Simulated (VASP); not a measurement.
# InSb (I4/mmm) in VASP: single point with LDA

Aim: the single point of InSb with LDA.

All numbers are computed with VASP 6.6.1; they aren't measurements. Logs are shortened: lines on timing, memory, paths and dates and some standing lists are left out, and cuts for length are marked.

### 1 The cell of the first run

Symmetry: I4/mmm, No. 139, tetragonal system. The conventional cell has a = 4.347 Å, b = 4.347 Å, c = 6.270 Å, α = 90.00°, β = 90.00°, γ = 90.00°. Within 4.0 Å of In (site symmetry 4/mmm) lie 6 Sb at 3.07 to 3.13 Å. Sb (site symmetry 4/mmm) has 6 In at 3.07 to 3.13 Å within 4.0 Å.

### 2 Single point, LDA (strain +0.0200 x Voigt [0, 0, 1, 0, 0, 0])

Contents of INCAR:

```
PREC     = Accurate       # precision mode
ENCUT    = 520            # plane-wave cutoff, eV
EDIFF    = 1E-7           # SCF threshold, eV
ISMEAR   = 0              # smearing method
SIGMA    = 0.15           # smearing width, eV
LREAL    = False          # projectors in reciprocal space
LASPH    = True           # aspherical terms in the spheres
NELM     = 80             # most SCF steps
ALGO     = Normal         # electronic algorithm
ISIF     = 2              # what is computed and relaxed
LWAVE    = False          # write WAVECAR
LCHARG   = True           # write CHGCAR
GGA      = CA             # functional
LELF     = True           # ELF
LVHAR    = True         
NBANDS   = 16             # bands
```

Contents of KPOINTS:

```
Automatic mesh
0
Gamma
  14 14 14
```

Contents of POSCAR:

```
InSb
1.0
    0.0000000000      3.0735130000      3.1349832600
    3.0735130000      0.0000000000      3.1349832600
    3.0735130000      3.0735130000      0.0000000000
In Sb
1 1
Direct
    0.0000000000      0.0000000000      0.0000000000
    0.5000000000      0.5000000000      0.5000000000
```

Potentials or basis: VASP PAW LDA potentials, release 64 (In_d, Sb).

The run is started by

```bash
$ cat potpaw_LDA.64/In_d/POTCAR potpaw_LDA.64/Sb/POTCAR > POTCAR
$ mpirun -np 1 vasp_std > vasp.out
```

OUTCAR:

```text
PREC = Accurate
   ENCUT = 520
   EDIFF = 1E-7
   ISMEAR = 0
   LREAL = False
   LASPH = True
   NELM = 80
   ISIF = 2
   GGA = CA

 ion  position               nearest neighbor table
   1  0.000  0.000  0.000-   2 3.07   2 3.07   2 3.07   2 3.07   2 3.13   2 3.13
   2  0.500  0.500  0.500-   1 3.07   1 3.07   1 3.07   1 3.07   1 3.13   1 3.13

  LATTYP: Found a body centered tetragonal cell.
 ALAT       =     4.3466037687
 C/A-ratio  =     1.4424978336

  Lattice vectors:

 A1 = (  -3.0735130000,   0.0000000000,   3.1349832600)
 A2 = (   3.0735130000,   0.0000000000,   3.1349832600)
 A3 = (   0.0000000000,   3.0735130000,  -3.1349832600)

Analysis of symmetry for initial positions (statically):
=====================================================================
 Subroutine PRICEL returns:
 Original cell was already a primitive cell.

 Routine SETGRP: Setting up the symmetry group for a
 body centered tetragonal supercell.

 Subroutine GETGRP returns: Found 16 space group operations
 (whereof 16 operations were pure point group operations)
 out of a pool of 16 trial point group operations.

The static configuration has the point symmetry D_4h.

Analysis of symmetry for dynamics (positions and initial velocities):
=====================================================================
 Subroutine PRICEL returns:
 Original cell was already a primitive cell.

 Routine SETGRP: Setting up the symmetry group for a
 body centered tetragonal supercell.

 Subroutine GETGRP returns: Found 16 space group operations
 (whereof 16 operations were pure point group operations)
 out of a pool of 16 trial point group operations.

The dynamic configuration has the point symmetry D_4h.

 Subroutine INISYM returns: Found 16 space group operations
 (whereof 16 operations are pure point group operations),
 and found     1 'primitive' translations

----------------------------------------------------------------------------------------

                                     Primitive cell

  volume of cell :      59.2291

  direct lattice vectors                    reciprocal lattice vectors
     0.000000000  3.073513000  3.134983260    -0.162680295  0.162680295  0.159490485
     3.073513000  0.000000000  3.134983260     0.162680295 -0.162680295  0.159490485
     3.073513000  3.073513000  0.000000000     0.162680295  0.162680295 -0.159490485

  length of vectors
     4.390284980  4.390284980  4.346603769     0.279941014  0.279941014  0.279941014

  position of ions in fractional coordinates (direct lattice)
     0.000000000  0.000000000  0.000000000
     0.500000000  0.500000000  0.500000000

  ion indices of the primitive-cell ions
   primitive index   ion index
                 1           1
                 2           2

----------------------------------------------------------------------------------------

 KPOINTS: Automatic mesh

Automatic generation of k-mesh.
 Grid dimensions read from file:
 generate k-points for:   14   14   14

 Generating k-lattice:

  Cartesian coordinates                     Fractional coordinates (reciprocal lattice)
    -0.011620021  0.011620021  0.011392177     0.071428571  0.000000000  0.000000000
     0.011620021 -0.011620021  0.011392177     0.000000000  0.071428571  0.000000000
     0.011620021  0.011620021 -0.011392177    -0.000000000 -0.000000000  0.071428571

  Length of vectors
     0.019995787  0.019995787  0.019995787

  Shift w.r.t. Gamma in fractional coordinates (k-lattice)
     0.000000000  0.000000000  0.000000000

 Subroutine IBZKPT returns following result:
 ===========================================

 Found    244 irreducible k-points:

 Following reciprocal coordinates:
            Coordinates               Weight
  0.000000  0.000000  0.000000      1.000000
  0.071429  0.000000  0.000000      8.000000
  0.142857  0.000000  0.000000      8.000000
  0.214286  0.000000  0.000000      8.000000
  0.285714 -0.000000  0.000000      8.000000
  0.357143  0.000000  0.000000      8.000000
[... 16 lines left out ...]
  0.214286  0.142857  0.000000      8.000000
  0.285714  0.142857  0.000000      8.000000
 [... further k-points ...]
   k-points           NKPTS =    244   k-points in BZ     NKDIM =    244   number of bands    NBANDS=     16
   number of dos      NEDOS =    301   number of ions     NIONS =      2
   total plane-waves  NPLWV =  41472
   dimension x,y,z NGX =    36 NGY =   36 NGZ =   32
   dimension x,y,z NGXF=    72 NGYF=   72 NGZF=   64
   ions per type =               1   1
   NGX,Y,Z   is equivalent  to a cutoff of  13.63, 13.63, 12.24 a.u.
   NGXF,Y,Z  is equivalent  to a cutoff of  27.26, 27.26, 24.48 a.u.
 SYSTEM =  unknown system
   PREC   = accura    normal or accurate (medium, high low for compatibility)
   ISTART =      0    job   : 0-new  1-cont  2-samecut
   ICHARG =      2    charge: 1-file 2-atom 10-const
   ISPIN  =      1    spin polarized calculation?
   LNONCOLLINEAR =      F non collinear calculations
   LSORBIT =      F    spin-orbit coupling
   LASPH  =      T    aspherical Exc in radial PAW
   ENCUT  =  520.0 eV  38.22 Ry    6.18 a.u.   8.16  8.16  8.08*2*pi/ulx,y,z
   NELM   =     80;   NELMIN=  2; NELMDL= -5     # of ELM steps
   EDIFF  = 0.1E-06   stopping-criterion for ELM
   LREAL  =      F    real-space projection
   EDIFFG = 0.1E-05   stopping-criterion for IOM
   NSW    =      0    number of steps for IOM
   IBRION =     -1    ionic relax: 0-MD 1-quasi-New 2-CG
   NFREE  =      0    steps in history (QN), initial steepest desc. (CG)
   ISIF   =      2    stress and relaxation
   ISYM   =      2    0-nonsym 1-usesym 2-fastsym
   POTIM  = 0.5000    time-step for ionic-motion
   TEBEG  =    0.0;   TEEND  =   0.0 temperature during run
   PSTRESS=    0.0 pullay stress
   NELECT =      18.0000    total number of electrons
   NUPDOWN=      -1.0000    fix difference up-down
   EMIN   =  10.00;   EMAX   =-10.00  energy-range for DOS
   EFERMI =   0.00;   METHOD = LEGACY
   ISMEAR =     0;   SIGMA  =   0.15  broadening in eV -4-tet -1-fermi 0-gaus
   EFERMI_NEDOS =   21; number of points for ismear=-14 and -15
   IALGO  =     38    algorithm
   IMIX   =      4    mixing-type and parameters
     AMIX     =   0.40;   BMIX     =  1.00
     AMIX_MAG =   1.60;   BMIX_MAG =  1.00
  volume/ion in A,a.u.               =      29.61       199.85
  Fermi-wavevector in a.u.,A,eV,Ry     =   1.100662  2.079949 16.482865  1.211456
  Thomas-Fermi vector in A             =   2.237077
   LORBIT       =      0    0 simple, 1 ext, 2 COOP (PROOUT), +10 PAW based schemes
   GGA     = CA    functional components
   LHFCALC =     F    Hartree Fock is set to
   AEXX    =    0.0000 exact exchange contribution
   IVDW    =     0    specifies the selected vdW correction
   LEPSILON=     F    determine dielectric tensor
   LRPA    =     F    only Hartree local field effects (RPA)
 non-spin polarized calculation
 Gauss-broadening in eV      SIGMA  =   0.15
  energy-cutoff  :      520.00
  volume of cell :       59.23
 maximum number of plane-waves:      1620
 NGX is ok and might be reduce to    36
   NGX = 17   NGY = 17   NGZ = 17

 number of electron      17.9999999 magnetization

 Free energy of the ion-electron system (eV)
  ---------------------------------------------------
  ext. energy  EPLUGINS =         0.00000000
  ---------------------------------------------------
  free energy    TOTEN  =        -7.96523197 eV

  energy without entropy =       -7.94777108  energy(sigma->0) =       -7.95650153

 E-fermi :   6.1265     XC(G=0):  -9.8490

 val. band max:        6.1241413430   @ k =  -0.4286   0.2857   0.0000
 cond. band min:       6.1306556545   @ k =   0.4286   0.2143   0.0000
 fundamental gap:      0.0065143114
 Fermi energy:         6.1265305240

 k-point     1 :       0.0000    0.0000    0.0000
  band No.  band energies     occupation
      1      -8.1600      2.00000
      2      -8.1563      2.00000
      3      -8.1312      2.00000
      4      -8.1261      2.00000
      5      -8.1261      2.00000
      6      -4.6595      2.00000
[... 8 lines left out ...]
     15      12.3673      0.00000
     16      12.3673      0.00000

 k-point     2 :       0.0714    0.0000    0.0000
  band No.  band energies     occupation
      1      -8.1613      2.00000
      2      -8.1573      2.00000
      3      -8.1304      2.00000
      4      -8.1258      2.00000
      5      -8.1251      2.00000
      6      -4.6073      2.00000
[... 8 lines left out ...]
     15      12.4342      0.00000
     16      12.5039      0.00000

 k-point     3 :       0.1429    0.0000    0.0000
  band No.  band energies     occupation
      1      -8.1653      2.00000
      2      -8.1604      2.00000
      3      -8.1289      2.00000
      4      -8.1241      2.00000
      5      -8.1222      2.00000
      6      -4.4523      2.00000
[... 8 lines left out ...]
     15      12.7673      0.00000
     16      12.8144      0.00000

 k-point     4 :       0.2143    0.0000    0.0000
  band No.  band energies     occupation
      1      -8.1713      2.00000
      2      -8.1654      2.00000
      3      -8.1282      2.00000
      4      -8.1196      2.00000
      5      -8.1175      2.00000
      6      -4.2003      2.00000
[... 8 lines left out ...]
     15      13.2894      0.00000
     16      13.3045      0.00000
[... 324 lines left out ...]
 k-point    22 :       0.1429    0.1429    0.0000
  band No.  band energies     occupation
      1      -8.1730      2.00000
      2      -8.1571      2.00000
      3      -8.1344      2.00000
      4      -8.1194      2.00000
      5      -8.1194      2.00000
      6      -4.3876      2.00000
[... 8 lines left out ...]
     15      13.6440      0.00000
     16      13.6440      0.00000

 k-point    23 :       0.2143    0.1429    0.0000
  band No.  band energies     occupation
      1      -8.1816      2.00000
      2      -8.1576      2.00000
      3      -8.1350      2.00000
      4      -8.1161      2.00000
      5      -8.1153      2.00000
      6      -4.2029      2.00000
[... 8 lines left out ...]
     15      14.0179      0.00000
     16      14.1119      0.00000

 k-point    24 :       0.2857    0.1429    0.0000
  band No.  band energies     occupation
      1      -8.1896      2.00000
      2      -8.1616      2.00000
      3      -8.1341      2.00000
      4      -8.1131      2.00000
      5      -8.1100      2.00000
      6      -3.9268      2.00000
[... 8 lines left out ...]
     15      14.4637      0.00000
     16      14.6995      0.00000

 [... further k-points ...]
[... 5 lines left out ...]
  --------------------------------------------------------------------------------------
  -------------------------------------------------------------------------------------
  Total       -1.6347043     -1.6347043     -2.0133801      0.0000000      0.0000000      0.0000000
  in kB      -44.2195635    -44.2195635    -54.4629326      0.0000000      0.0000000      0.0000000
  external PRESSURE =     -47.6340198 kB  Pullay stress =       0.0000000 kB

 VOLUME and BASIS-vectors are now :
 -----------------------------------------------------------------------------
  energy-cutoff  :      520.00
  volume of cell :       59.23
      direct lattice vectors                 reciprocal lattice vectors
     0.000000000  3.073513000  3.134983260    -0.162680295  0.162680295  0.159490485
     3.073513000  0.000000000  3.134983260     0.162680295 -0.162680295  0.159490485
     3.073513000  3.073513000  0.000000000     0.162680295  0.162680295 -0.159490485

 POSITION                                       TOTAL-FORCE (eV/Angst)
 -----------------------------------------------------------------------------------
      0.00000      0.00000      0.00000        -0.000000      0.000000     -0.000000
      3.07351      3.07351      3.13498         0.000000     -0.000000      0.000000
 -----------------------------------------------------------------------------------
    total drift:                               -0.000000      0.000000      0.000000

  FREE ENERGIE OF THE ION-ELECTRON SYSTEM (eV)
  ---------------------------------------------------
  free  energy   TOTEN  =        -7.9652319702 eV

  energy  without entropy=       -7.9477710829  energy(sigma->0) =       -7.95650153
```

Wall time 2.6 min (1 thread of Intel Xeon Platinum 8488C (Sapphire Rapids), shared host); peak memory 0.36 GiB.

Results:

```
Free energy            : -7.9652 eV
Pressure               : -4.8 GPa
Band gap on the k mesh : zero (band 9 reaches 6.72 eV, above the bottom of band 10 at 4.16 eV)
```

Caveat: the cell differs from its parent crystal (strain +0.0200 x Voigt [0, 0, 1, 0, 0, 0]); spin-orbit coupling is left out, which moves the levels of the heavy elements.
